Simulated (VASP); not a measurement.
Write the native input for VASP 6.6.1 that does the following.

```
Task                   : relaxation of cell and atoms
Functional             : LDA
Potentials or basis    : VASP PAW LDA potentials, release 64 (Cs_sv)
Cutoff                 : 500 eV
k mesh                 : 9 × 9 × 8
Occupations            : fermi-dirac, width 0.1 eV
Spin                   : no spin polarisation
Target pressure        : 0.061 GPa
Dipole correction      : no
Further INCAR settings : ALGO = Normal; EDIFF = 1e-07; IBRION = 2; EDIFFG = -0.005; NSW = 32; ISIF = 3
```

The structure of Cs lies in POSCAR:

```
Cs
1.0
    4.9461402450      0.0000000000      0.0000000000
   -2.4730701225      4.2834831028      0.0000000000
    0.0000000000      0.0000000000      4.6371636184
Cs
1
Direct
    0.0000000000      0.0000000000      0.0000000000
```

One way to write it, as run:

INCAR

```
SYSTEM = Cs
PREC     = Accurate       ! precision mode
ENCUT    = 500            ! plane-wave cutoff, eV
EDIFF    = 1E-7           ! SCF threshold, eV
ISMEAR   = -1             ! smearing method
SIGMA    = 0.1            ! smearing width, eV
LREAL    = .False.        ! projectors in reciprocal space
LASPH    = .True.         ! aspherical terms in the spheres
NELM     = 120            ! most SCF steps
ALGO     = Normal         ! electronic algorithm
ISIF     = 3              ! what is computed and relaxed
LWAVE    = .False.        ! write WAVECAR
LCHARG   = .False.        ! write CHGCAR
GGA      = CA             ! functional
IBRION   = 2              ! ionic algorithm
NSW      = 32             ! ionic steps
EDIFFG   = -0.005         ! ionic threshold
PSTRESS  = 0.61         
GGA_COMPAT= .False.      
NELMIN   = 4
```

KPOINTS

```
regular mesh
0
Gamma
  9 9 8
  0 0 0
```

Potentials or basis: VASP PAW LDA potentials, release 64 (Cs_sv).

Command:

```console
$ cat potpaw_LDA.64/Cs_sv/POTCAR > POTCAR
$ mpirun -np 1 vasp_std > vasp.out
```

It gave:

| Quantity | Value |
| --- | --- |
| Relaxed volume | 97.85 Å³/atom |
| Relaxed cell | a = 4.940 Å, b = 4.940 Å, c = 4.631 Å, α = 90.00°, β = 90.00°, γ = 120.00° |
| Space group after relaxing (to 0.05 Å) | P6/mmm (No. 191) |
| Energy change on relaxing (the enthalpy is what falls) | +0.1 meV/atom |
| Ionic steps | 3 |
| Pressure after relaxing | 0.1 GPa |

Caveat: the cell is relaxed towards a set pressure, so the enthalpy falls and the energy may rise.

It took 19 s on 1 thread of Intel(R) Xeon(R) 6975P-C (Granite Rapids) (shared host), peak memory 0.19 GiB.
